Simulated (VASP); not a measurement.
A run of VASP 6.6.1 is set up as follows.

Contents of INCAR:

```
SYSTEM = PbSe
ALGO = Normal
EDIFF = 1E-6
ENCUT = 520
ISIF = 2
ISMEAR = 0
LASPH = .TRUE.
LCHARG = .FALSE.
LREAL = .FALSE.
LWAVE = .FALSE.
NBANDS = 28
NELM = 60
PREC = Accurate
SIGMA = 0.01
```

KPOINTS

```
k-points
0
G
  6 6 6
  0 0 0
```

The input POSCAR:

```
PbSe
1.0
    0.0000000000     12.0007990000      3.1254420000
    3.1181510000      0.0000000000      3.1254420000
    3.1181510000     12.0007990000      0.0000000000
Pb Se
2 2
Direct
    0.1907300000      0.8052670000      0.1947330000
    0.8052670000      0.1907300000      0.8092700000
    0.6744230000      0.2955810000      0.7044190000
    0.2955810000      0.6744230000      0.3255770000
```

Potentials or basis: VASP PAW LDA potentials, release 64 (Pb_d, Se).

The run is started by

```sh
$ cat potpaw_LDA.64/Pb_d/POTCAR potpaw_LDA.64/Se/POTCAR > POTCAR
$ mpirun -np 1 vasp_std > vasp.out
```

Q: What does it give for the largest force?

A: 0.333 eV/Å.

Q: Estimate the band gap on the k mesh.

A: 1.59 eV.

Q: Predict the pressure.

A: -1.9 GPa.

Forces in eV/Å, atoms in the order of the input:
```
Pb   0.000  0.321  0.011
Pb   0.000 -0.321  0.011
Se   0.000  0.333 -0.011
Se   0.000 -0.333 -0.011
```

Caveat: spin-orbit coupling is left out, which moves the levels of the heavy elements. A k mesh can miss the band edges.
